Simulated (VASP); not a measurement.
Wanted: the native input for a VASP 6.6.1 run.

| Property | Result |
| --- | --- |
| Task | single point |
| Functional | PBE |
| Potentials or basis | VASP PAW PBE potentials, release 64 (Al, Pd) |
| Cutoff | 520 eV |
| k mesh | 14 × 14 × 14 |
| Occupations | gaussian, width 0.1 eV |
| Spin | no spin polarisation |
| Dipole correction | no |
| Further INCAR settings | ALGO = Normal; EDIFF = 1e-06; NBANDS = 18 |

The structure of Al3Pd lies in POSCAR:

```
Al3Pd
1.0
    3.9469100000      0.0000000000      0.0000000000
    0.0000000000      3.9469100000      0.0000000000
    0.0000000000      0.0000000000      3.9469100000
Al Pd
3 1
Direct
    0.0000000000      0.5000000000      0.5000000000
    0.5000000000      0.0000000000      0.5000000000
    0.5000000000      0.5000000000      0.0000000000
    0.0000000000      0.0000000000      0.0000000000
```

These files were run (other wordings do the same):

INCAR

```
ALGO = Normal
EDIFF = 1E-6
ENCUT = 520
GGA = PE
ISIF = 2
ISMEAR = 0
LASPH = True
LCHARG = False
LREAL = False
LWAVE = False
NBANDS = 18
NELM = 80
PREC = Accurate
SIGMA = 0.1
```

KPOINTS

```
k-points
0
Gamma
  14 14 14
```

Potentials or basis: VASP PAW PBE potentials, release 64 (Al, Pd).

Run with:

```sh
$ cat potpaw_PBE.64/Al/POTCAR potpaw_PBE.64/Pd/POTCAR > POTCAR
$ mpirun -np 1 vasp_std > vasp.out
```

It gave:

The pressure is 1.2 GPa.

It took 77 s on 1 thread of Intel(R) Xeon(R) Platinum 8259CL CPU @ 2.50GHz (Skylake/Cascade Lake) (shared host), peak memory 0.25 GiB.
